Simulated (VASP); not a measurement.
# TeAs (P4/mmm) in VASP: single point with LDA

Aim: the single point of TeAs with LDA.

All numbers are computed with VASP 6.6.1; they aren't measurements. Logs are shortened: lines on timing, memory, paths and dates and some standing lists are left out, and cuts for length are marked.

### Step 1. The cell of the first run

It takes space group P4/mmm (No. 123, tetragonal). The conventional cell has a = 3.562 Å, b = 3.562 Å, c = 3.484 Å, α = 90.00°, β = 90.00°, γ = 90.00°. Te (site symmetry 4/mmm) has 8 As at 3.06 Å and 6 Te at 3.48 to 3.56 Å within 4.0 Å. As (site symmetry 4/mmm) has 8 Te at 3.06 Å and 6 As at 3.48 to 3.56 Å within 4.0 Å.

### Step 2. Single point, LDA

File INCAR:

```
SYSTEM = TeAs
PREC = Accurate
ENCUT = 520
EDIFF = 1E-6
ISMEAR = -1
SIGMA = 0.02
LREAL = .False.
LASPH = .True.
NELM = 80
ALGO = Normal
ISIF = 2
LWAVE = .False.
LCHARG = .False.
GGA = CA
NBANDS = 12
```

File KPOINTS:

```
Automatic mesh
0
Gamma
  7 7 5
  0 0 0
```

File POSCAR:

```
TeAs
1.0
    3.5615354431      0.0000000000      0.0000000000
    0.0000000000      3.5615354431      0.0000000000
    0.0000000000      0.0000000000      3.4838303943
Te As
1 1
Direct
    0.0000000000      0.0000000000      0.0000000000
    0.5000000000      0.5000000000      0.5000000000
```

Potentials or basis: VASP PAW LDA potentials, release 64 (Te, As).

The run is started by

```console
$ cat potpaw_LDA.64/Te/POTCAR potpaw_LDA.64/As/POTCAR > POTCAR
$ mpirun -np 1 vasp_std > vasp.out
```

OUTCAR:

```text
SYSTEM = TeAs
   PREC = Accurate
   ENCUT = 520
   EDIFF = 1E-6
   ISMEAR = -1
   LREAL = .False.
   LASPH = .True.
   NELM = 80
   ISIF = 2
   GGA = CA

 ion  position               nearest neighbor table
   1  0.000  0.000  0.000-   2 3.06   2 3.06   2 3.06   2 3.06   2 3.06   2 3.06   2 3.06   2 3.06

   2  0.500  0.500  0.500-   1 3.06   1 3.06   1 3.06   1 3.06   1 3.06   1 3.06   1 3.06   1 3.06

  LATTYP: Found a simple tetragonal cell.
 ALAT       =     3.5615354431
 C/A-ratio  =     0.9781821492

  Lattice vectors:

 A1 = (   3.5615354431,   0.0000000000,   0.0000000000)
 A2 = (   0.0000000000,   3.5615354431,   0.0000000000)
 A3 = (   0.0000000000,   0.0000000000,   3.4838303943)

Analysis of symmetry for initial positions (statically):
=====================================================================
 Subroutine PRICEL returns:
 Original cell was already a primitive cell.

 Routine SETGRP: Setting up the symmetry group for a
 simple tetragonal supercell.

 Subroutine GETGRP returns: Found 16 space group operations
 (whereof 16 operations were pure point group operations)
 out of a pool of 16 trial point group operations.

The static configuration has the point symmetry D_4h.

Analysis of symmetry for dynamics (positions and initial velocities):
=====================================================================
 Subroutine PRICEL returns:
 Original cell was already a primitive cell.

 Routine SETGRP: Setting up the symmetry group for a
 simple tetragonal supercell.

 Subroutine GETGRP returns: Found 16 space group operations
 (whereof 16 operations were pure point group operations)
 out of a pool of 16 trial point group operations.

The dynamic configuration has the point symmetry D_4h.

 Subroutine INISYM returns: Found 16 space group operations
 (whereof 16 operations are pure point group operations),
 and found     1 'primitive' translations

----------------------------------------------------------------------------------------

                                     Primitive cell

  volume of cell :      44.1908

  direct lattice vectors                    reciprocal lattice vectors
     3.561535443  0.000000000  0.000000000     0.280777776  0.000000000  0.000000000
     0.000000000  3.561535443  0.000000000     0.000000000  0.280777776  0.000000000
     0.000000000  0.000000000  3.483830394     0.000000000  0.000000000  0.287040380

  length of vectors
     3.561535443  3.561535443  3.483830394     0.280777776  0.280777776  0.287040380

  position of ions in fractional coordinates (direct lattice)
[... 84 lines left out ...]
   NFREE  =      0    steps in history (QN), initial steepest desc. (CG)
   ISIF   =      2    stress and relaxation
   ISYM   =      2    0-nonsym 1-usesym 2-fastsym
   POTIM  = 0.5000    time-step for ionic-motion
   TEBEG  =    0.0;   TEEND  =   0.0 temperature during run
   PSTRESS=    0.0 pullay stress
   NELECT =      11.0000    total number of electrons
   NUPDOWN=      -1.0000    fix difference up-down
   EMIN   =  10.00;   EMAX   =-10.00  energy-range for DOS
   EFERMI =   0.00;   METHOD = LEGACY
   ISMEAR =    -1;   SIGMA  =   0.02  broadening in eV -4-tet -1-fermi 0-gaus
   EFERMI_NEDOS =   21; number of points for ismear=-14 and -15
   IALGO  =     38    algorithm
   IMIX   =      4    mixing-type and parameters
     AMIX     =   0.40;   BMIX     =  1.00
     AMIX_MAG =   1.60;   BMIX_MAG =  1.00
  volume/ion in A,a.u.               =      22.10       149.11
  Fermi-wavevector in a.u.,A,eV,Ry     =   1.029821  1.946080 14.429413  1.060532
  Thomas-Fermi vector in A             =   2.163888
   LORBIT       =      0    0 simple, 1 ext, 2 COOP (PROOUT), +10 PAW based schemes
   GGA     = CA    functional components
   LHFCALC =     F    Hartree Fock is set to
   AEXX    =    0.0000 exact exchange contribution
   IVDW    =     0    specifies the selected vdW correction
   LEPSILON=     F    determine dielectric tensor
   LRPA    =     F    only Hartree local field effects (RPA)
 non-spin polarized calculation
  energy-cutoff  :      520.00
  volume of cell :       44.19
 maximum number of plane-waves:      1209
 NGX is ok and might be reduce to    28
   NGX = 13   NGY = 13   NGZ = 13

 number of electron      11.0000002 magnetization

 Free energy of the ion-electron system (eV)
  ---------------------------------------------------
  ext. energy  EPLUGINS =         0.00000000
  ---------------------------------------------------
  free energy    TOTEN  =        -8.50016495 eV

  energy without entropy =       -8.49687874  energy(sigma->0) =       -8.49852185

 E-fermi :   8.2058     XC(G=0): -10.8280

 val. band max:        8.1923459101   @ k =   0.1429   0.1429   0.2000
 cond. band min:       8.2144767849   @ k =   0.2857   0.1429   0.4000
 fundamental gap:      0.0221308748
 Fermi energy:         8.2057904301

 k-point     1 :       0.0000    0.0000    0.0000
  band No.  band energies     occupation
      1      -6.7613      2.00000
      2       0.6195      2.00000
      3       5.2553      2.00000
      4       5.2553      2.00000
      5       5.6623      2.00000
      6      11.1723      0.00000
      7      11.3660      0.00000
      8      12.8527      0.00000
      9      12.8527      0.00000
     10      12.9415      0.00000
     11      19.3896      0.00000
     12      19.8061      0.00000
[... 331 lines left out ...]
 k-point    24 :       0.4286    0.0000    0.4000
  band No.  band energies     occupation
      1      -3.2987      2.00000
      2      -2.2926      2.00000
      3       1.7893      2.00000
      4       2.5839      2.00000
      5       8.6133      0.00000
      6       9.2697      0.00000
      7      10.5313      0.00000
      8      11.3741      0.00000
      9      14.8798      0.00000
     10      15.5920      0.00000
     11      15.6502      0.00000
     12      16.2689      0.00000

 [... further k-points ...]
[... 5 lines left out ...]
  --------------------------------------------------------------------------------------
  -------------------------------------------------------------------------------------
  Total        0.0135793      0.0135793      0.0361232      0.0000000      0.0000000      0.0000000
  in kB        0.4923290      0.4923290      1.3096815      0.0000000      0.0000000      0.0000000
  external PRESSURE =       0.7647799 kB  Pullay stress =       0.0000000 kB

 VOLUME and BASIS-vectors are now :
 -----------------------------------------------------------------------------
  energy-cutoff  :      520.00
  volume of cell :       44.19
      direct lattice vectors                 reciprocal lattice vectors
     3.561535443  0.000000000  0.000000000     0.280777776  0.000000000  0.000000000
     0.000000000  3.561535443  0.000000000     0.000000000  0.280777776  0.000000000
     0.000000000  0.000000000  3.483830394     0.000000000  0.000000000  0.287040380

 POSITION                                       TOTAL-FORCE (eV/Angst)
 -----------------------------------------------------------------------------------
      0.00000      0.00000      0.00000         0.000000      0.000000      0.000000
      1.78077      1.78077      1.74192         0.000000      0.000000      0.000000
 -----------------------------------------------------------------------------------
    total drift:                                0.000000      0.000000      0.000000

  FREE ENERGIE OF THE ION-ELECTRON SYSTEM (eV)
  ---------------------------------------------------
  free  energy   TOTEN  =        -8.5001649524 eV

  energy  without entropy=       -8.4968787449  energy(sigma->0) =       -8.49852185
```

OSZICAR:

```text
N       E                     dE             d eps       ncg     rms          rms(c)
DAV:   1     0.289515377209E+02    0.28952E+02   -0.40630E+03   720   0.702E+02
DAV:   2    -0.704209002613E+01   -0.35994E+02   -0.34615E+02  1052   0.116E+02
DAV:   3    -0.851708190239E+01   -0.14750E+01   -0.14482E+01   892   0.227E+01
DAV:   4    -0.852723437405E+01   -0.10152E-01   -0.10151E-01   804   0.238E+00
DAV:   5    -0.852732002138E+01   -0.85647E-04   -0.85646E-04   876   0.226E-01    0.853E+00
DAV:   6    -0.850323563209E+01    0.24084E-01   -0.10975E-01   768   0.112E+00    0.506E+00
DAV:   7    -0.850028348025E+01    0.29522E-02   -0.11972E-02   812   0.603E-01    0.134E+00
DAV:   8    -0.850020964516E+01    0.73835E-04   -0.98297E-04   868   0.167E-01    0.200E-01
DAV:   9    -0.850016621144E+01    0.43434E-04   -0.12288E-04   800   0.569E-02    0.903E-02
DAV:  10    -0.850016528445E+01    0.92699E-06   -0.11769E-05   824   0.170E-02    0.109E-02
DAV:  11    -0.850016495235E+01    0.33210E-06   -0.11904E-06   552   0.620E-03
   1 F= -.85001650E+01 E0= -.84985218E+01  d E =-.328621E-02
```

stdout:

```text
POSCAR found type information on POSCAR TeAs
 POSCAR found :  2 types and       2 ions
 scaLAPACK will be used
 LDA part: xc-table for (Slater(with rela. corr.)+CA(PZ))
 , standard interpolation
 POSCAR, INCAR and KPOINTS ok, starting setup
 FFT: planning ... GRIDC
 FFT: planning ... GRID_SOFT
 FFT: planning ... GRID
 WAVECAR not read
 entering main loop
```

It took 16 s on 1 thread of Intel Xeon 8259CL, shared host; peak memory 0.15 GiB.

Results:

| Quantity | Value |
| --- | --- |
| Free energy | -8.5002 eV |
| Pressure | 0.1 GPa |

Stress tensor (GPa, compression positive):
```
0.05 0.00 0.00
0.00 0.05 0.00
0.00 0.00 0.13
```

Caveat: the k points lie up to 0.36 Å⁻¹ apart; spin-orbit coupling is left out, which moves the levels of the heavy elements.
